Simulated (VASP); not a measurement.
Wanted: the native input for a VASP 6.6.1 run.

```yaml
Task: density of states
Functional: LDA
Potentials_or_basis: VASP PAW LDA potentials, release 64 (Ni)
Cutoff: 520 eV
k_mesh: 19 × 19 × 19
Occupations: fermi-dirac, width 0.1 eV
Spin: collinear spin, ferromagnetic start
Starting_moments: "[1.0] μB"
Dipole_correction: no
k_mesh_for_the_DOS: 29 × 29 × 29
Occupations_for_the_DOS: tetrahedron
Further_INCAR_settings: ALGO = Normal; EDIFF = 1e-06; NBANDS = 15
```

Ni:

```
Ni
1.0
     1.88565    0.00000    0.00000
     0.00000    1.88565    0.00000
     0.00000    0.00000    1.88565
Ni
1
Cartesian
  0.0000 0.0000 0.0000
```

This cell differs from its parent crystal: volume scaled by 0.58.

The input as run:

POSCAR

```
Ni
1.0
    1.8856480341      0.0000000000      0.0000000000
    0.0000000000      1.8856480341      0.0000000000
    0.0000000000      0.0000000000      1.8856480341
Ni
1
Direct
    0.0000000000      0.0000000000      0.0000000000
```

INCAR.step1

```
ALGO     = Normal         # electronic algorithm
EDIFF    = 1E-6           # SCF threshold, eV
ENCUT    = 520            # plane-wave cutoff, eV
ISIF     = 2              # what is computed and relaxed
ISMEAR   = -1             # smearing method
ISPIN    = 2              # spin polarisation
LASPH    = T              # aspherical terms in the spheres
LCHARG   = T              # write CHGCAR
LMAXMIX  = 4              # l up to which the mixer works
LREAL    = F              # projectors in reciprocal space
LWAVE    = F              # write WAVECAR
MAGMOM   = 1              # initial moments
NBANDS   = 15             # bands
NELM     = 150            # most SCF steps
PREC     = Accurate       # precision mode
SIGMA    = 0.1            # smearing width, eV
```

KPOINTS.step1

```
k-points
0
Gamma
  19 19 19
```

INCAR.step2

```
ALGO     = Normal         # electronic algorithm
EDIFF    = 1E-6           # SCF threshold, eV
ENCUT    = 520            # plane-wave cutoff, eV
ICHARG   = 11             # starting density
ISIF     = 2              # what is computed and relaxed
ISMEAR   = -5             # smearing method
ISPIN    = 2              # spin polarisation
LASPH    = T              # aspherical terms in the spheres
LCHARG   = F              # write CHGCAR
LMAXMIX  = 4              # l up to which the mixer works
LORBIT   = 11             # projections on sites
LREAL    = F              # projectors in reciprocal space
LWAVE    = F              # write WAVECAR
MAGMOM   = 1              # initial moments
NBANDS   = 15             # bands
NEDOS    = 1001           # points of the DOS
NELM     = 150            # most SCF steps
PREC     = Accurate       # precision mode
SIGMA    = 0.1            # smearing width, eV
```

KPOINTS.step2

```
k-points
0
Gamma
  29 29 29
```

Potentials or basis: VASP PAW LDA potentials, release 64 (Ni).

The run is started by

```console
$ cat potpaw_LDA.64/Ni/POTCAR > POTCAR
$ cp INCAR.step1 INCAR
$ cp KPOINTS.step1 KPOINTS
$ mpirun -np 1 vasp_std > vasp.out
$ cp INCAR.step2 INCAR
$ cp KPOINTS.step2 KPOINTS
$ mpirun -np 1 vasp_std > vasp.out
```

Results of the run:

The net moment is 0.00 μB per cell.

It took 63 s on 1 thread of Intel(R) Xeon(R) Platinum 8375C CPU @ 2.90GHz (Ice Lake), on a shared host, peak memory 0.26 GiB.
